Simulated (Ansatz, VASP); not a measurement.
**Os in VASP and in Ansatz**

The input INCAR:

```
SYSTEM = Os
PREC = Accurate
ENCUT = 600
EDIFF = 1E-6
ISMEAR = -1
SIGMA = 0.15
LREAL = .FALSE.
LASPH = .TRUE.
NELM = 80
ALGO = Fast
ISIF = 3
LWAVE = .FALSE.
LCHARG = .FALSE.
GGA = PS
IBRION = 2
NSW = 80
EDIFFG = -0.001
```

Contents of KPOINTS:

```
regular mesh
0
G
  18 18 12
  0 0 0
```

File POSCAR:

```
Os
1.0
    2.7272132469      0.0000000000      0.0000000000
   -1.3636066235      2.3618359534      0.0000000000
    0.0000000000      0.0000000000      4.3132446888
Os
2
Direct
    0.3333333333      0.6666666667      0.2500000000
    0.6666666667      0.3333333333      0.7500000000
```

Input for Ansatz:

```yaml
crystal:
  lattice:
    - [2.7272132469, 0.0, 0.0]
    - [-1.3636066235, 2.3618359534, 0.0]
    - [0.0, 0.0, 4.3132446888]
  atoms:
    - { symbol: Os, position: [0.3333333333, 0.6666666667, 0.25] }
    - { symbol: Os, position: [0.6666666667, 0.3333333333, 0.75] }
basis:
  ecutwfc: 420
kpoints:
  mp_grid: { grid: [18, 18, 12] }
hamiltonian:
  xc: pbesol
scf:
  occupations: { method: fermi_dirac, width: 0.15 }
output:
  forces: true
  stress: true
  eigenvalues: true
relax:
  adjacent_minimum: "off"
  f_tol: 0.001
  max_steps: 60
  cell: { stress_tol: 0.01 }
```

Alike in both runs: task relaxation of cell and atoms; functional PBEsol; k mesh 18 × 18 × 12; occupations fermi-dirac, width 0.15 eV; no spin polarisation.

```csv
,VASP,Ansatz
version,VASP 6.6.1,Ansatz 0.2.0
potentials or method,"VASP PAW PBE potentials, release 64 (Os), cutoff 600 eV","scalar-relativistic, plane waves, PAW"
valence electrons in the cell,16,32
```

```csv
,VASP,Ansatz,Ansatz less VASP
"gap on the k mesh at the Fermi level, each at its own relaxed structure (eV)",none,none,-
relaxed volume (Å³/atom),13.92,13.90,-0.019
relaxed length of the cell vector where the two differ most in proportion (Å),2.730,2.729,-0.0014
```

VASP's potentials were made for PBE, not for PBEsol. A gap of «none» marks a metal or a gap that the smearing closes. VASP's potentials hold 16 valence electrons a cell and Ansatz's 32, so a difference there can come from the potentials and not from the codes.

Spin-orbit coupling is off throughout.
